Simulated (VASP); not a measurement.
Set up this calculation in VASP 6.6.1, as the native input.

* Task: single point
* Functional: PBE
* Potentials or basis: VASP PAW PBE potentials, release 64 (Al, N)
* Cutoff: 520 eV
* k mesh: 8 × 8 × 6
* Occupations: gaussian, width 0.1 eV
* Spin: no spin polarisation
* Dipole correction: no
* k mesh for the DOS: 12 × 12 × 9
* Occupations for the DOS: tetrahedron
* Further INCAR settings: ALGO = Fast; EDIFF = 1e-07

The system is Al5N.

```
CELL_PARAMETERS angstrom
4.76107 -0.02783 0.01499
-0.00735 5.03158 -0.02419
0.13390 0.35985 8.28895
ATOMIC_POSITIONS crystal
Al 0.05518 0.82587 0.17719
Al 0.97371 0.35043 0.70382
Al 0.96467 0.32322 0.03330
Al 0.97676 0.83640 0.52465
Al 0.97181 0.34222 0.37302
Al 0.90520 0.84613 0.86578
Al 0.48332 0.46314 0.21892
Al 0.44647 0.05743 0.67936
Al 0.48523 0.97158 0.36138
Al 0.45677 0.46942 0.88176
N 0.76633 0.68999 0.33308
N 0.51454 0.82418 0.84773
```

One way to write it, as run:

POSCAR

```
Al5N
1.0
    4.7610728489     -0.0278316396      0.0149908695
   -0.0073519311      5.0315822215     -0.0241943604
    0.1339039163      0.3598467230      8.2889500723
Al N
10 2
Direct
    0.0551760280      0.8258672387      0.1771902337
    0.9737099784      0.3504270087      0.7038156906
    0.9646690526      0.3232237994      0.0333018624
    0.9767634013      0.8364012491      0.5246524813
    0.9718132605      0.3422246049      0.3730238100
    0.9052029647      0.8461284240      0.8657795568
    0.4833239523      0.4631353615      0.2189186457
    0.4464674985      0.0574251009      0.6793568334
    0.4852285028      0.9715782419      0.3613820178
    0.4567690332      0.4694156111      0.8817637994
    0.7663322671      0.6899893993      0.3330825388
    0.5145440606      0.8241839604      0.8477325302
```

INCAR.step1

```
PREC     = Accurate       # precision mode
ENCUT    = 520            # plane-wave cutoff, eV
EDIFF    = 1E-7           # SCF threshold, eV
ISMEAR   = 0              # smearing method
SIGMA    = 0.1            # smearing width, eV
LREAL    = F              # projectors in reciprocal space
LASPH    = T              # aspherical terms in the spheres
NELM     = 60             # most SCF steps
ALGO     = Fast           # electronic algorithm
ISIF     = 2              # what is computed and relaxed
LWAVE    = F              # write WAVECAR
LCHARG   = T              # write CHGCAR
GGA      = PE             # functional
NBANDS   = 32             # bands
KPAR     = 4
```

KPOINTS.step1

```
Automatic mesh
0
Gamma
  8 8 6
```

INCAR.step2

```
PREC     = Accurate       # precision mode
ENCUT    = 520            # plane-wave cutoff, eV
EDIFF    = 1E-7           # SCF threshold, eV
ISMEAR   = -5             # smearing method
SIGMA    = 0.1            # smearing width, eV
LREAL    = F              # projectors in reciprocal space
LASPH    = T              # aspherical terms in the spheres
NELM     = 60             # most SCF steps
ALGO     = Fast           # electronic algorithm
ISIF     = 2              # what is computed and relaxed
LWAVE    = F              # write WAVECAR
LCHARG   = F              # write CHGCAR
GGA      = PE             # functional
LORBIT   = 11             # projections on sites
NEDOS    = 2001           # points of the DOS
ICHARG   = 11             # starting density
KPAR     = 4
```

KPOINTS.step2

```
Automatic mesh
0
Gamma
  12 12 9
```

Potentials or basis: VASP PAW PBE potentials, release 64 (Al, N).

Run with:

```sh
$ cat potpaw_PBE.64/Al/POTCAR potpaw_PBE.64/N/POTCAR > POTCAR
$ cp INCAR.step1 INCAR
$ cp KPOINTS.step1 KPOINTS
$ mpirun -np 4 vasp_std > vasp.out
$ cp INCAR.step2 INCAR
$ cp KPOINTS.step2 KPOINTS
$ mpirun -np 4 vasp_std > vasp.out
```

It gave:

```yaml
Valence_electrons_inside_the_program's_atomic_spheres: Al 0.78, 0.79, 0.75, 0.76, 0.77, 0.80 (each value once); N 3.77, 3.78
```

Run time: 18 min on 4 MPI ranks on Oxide Virtual Turin-like Processor, with other jobs on the host, peak memory 2.2 GiB a rank.
